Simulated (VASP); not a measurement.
Set up this calculation in VASP 6.6.1, as the native input.

```yaml
Task: single point
Functional: PBEsol
Potentials_or_basis: VASP PAW PBE potentials, release 64 (In_d, Au)
Cutoff: 520 eV
k_mesh: 10 × 10 × 10
Occupations: fermi-dirac, width 0.05 eV
Spin: no spin polarisation
Dipole_correction: no
Further_INCAR_settings: ALGO = Normal; EDIFF = 1e-06; NBANDS = 26
```

The structure of In2Au lies in POSCAR:

```
In2Au
1.0
    0.0000000000      2.4912719647      2.4912719647
    2.4912719647      0.0000000000      2.4912719647
    2.4912719647      2.4912719647      0.0000000000
In Au
2 1
Direct
    0.2500000000      0.2500000000      0.2500000000
    0.7500000000      0.7500000000      0.7500000000
    0.0000000000      0.0000000000      0.0000000000
```

This cell differs from its parent crystal: volume scaled by 0.45.

One way to write it, as run:

INCAR

```
ALGO = Normal
EDIFF = 1E-6
ENCUT = 520
GGA = PS
ISIF = 2
ISMEAR = -1
LASPH = T
LCHARG = F
LREAL = F
LWAVE = F
NBANDS = 26
NELM = 60
PREC = Accurate
SIGMA = 0.05
```

KPOINTS

```
k-points
0
Gamma
  10 10 10
```

Potentials or basis: VASP PAW PBE potentials, release 64 (In_d, Au).

Command:

```bash
$ cat potpaw_PBE.64/In_d/POTCAR potpaw_PBE.64/Au/POTCAR > POTCAR
$ mpirun -np 1 vasp_std > vasp.out
```

It gave:

```yaml
Pressure: 529.8 GPa
```

Caveat: the PAW data sets were made with another functional, which shifts forces and pressure a little.

Run time: 21 s on 1 thread of Intel(R) Xeon(R) 6975P-C (Granite Rapids), on a shared host, peak memory 0.18 GiB.
